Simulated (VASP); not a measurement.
Set up this calculation in VASP 6.6.1, as the native input.

```
Task                   : single point
Functional             : LDA
Potentials or basis    : VASP PAW LDA potentials, release 64 (Zr_sv, B)
Cutoff                 : 520 eV
k mesh                 : 15 × 15 × 12
Occupations            : gaussian, width 0.15 eV
Spin                   : no spin polarisation
Dipole correction      : no
Further INCAR settings : ALGO = Normal; EDIFF = 1e-06; NBANDS = 16
```

The structure of ZrB2 lies in POSCAR:

```
ZrB2
1.0
    3.1639000000      0.0000000000      0.0000000000
   -1.5819500000      2.7400177750      0.0000000000
    0.0000000000      0.0000000000      3.6052000000
Zr B
1 2
Direct
    0.0000000000      0.0000000000      0.0000000000
    0.3333333333      0.6666666667      0.5000000000
    0.6666666667      0.3333333333      0.5000000000
```

The input as run:

INCAR

```
SYSTEM = ZrB2
PREC = Accurate
ENCUT = 520
EDIFF = 1E-6
ISMEAR = 0
SIGMA = 0.15
LREAL = .FALSE.
LASPH = .TRUE.
NELM = 60
ALGO = Normal
ISIF = 2
LWAVE = .FALSE.
LCHARG = .TRUE.
LELF = .TRUE.
LVHAR = .TRUE.
NBANDS = 16
```

KPOINTS

```
Automatic mesh
0
G
  15 15 12
  0 0 0
```

Potentials or basis: VASP PAW LDA potentials, release 64 (Zr_sv, B).

The run is started by

```console
$ cat potpaw_LDA.64/Zr_sv/POTCAR potpaw_LDA.64/B/POTCAR > POTCAR
$ mpirun -np 1 vasp_std > vasp.out
```

Results of the run:

- Pressure: -11.6 GPa
- Band gap on the k mesh: zero (band 9 reaches 10.89 eV, above the bottom of band 10 at 10.02 eV)

Wall time 58 s on 1 thread of Intel(R) Xeon(R) 6975P-C (Granite Rapids) (shared host), peak memory 0.2 GiB.
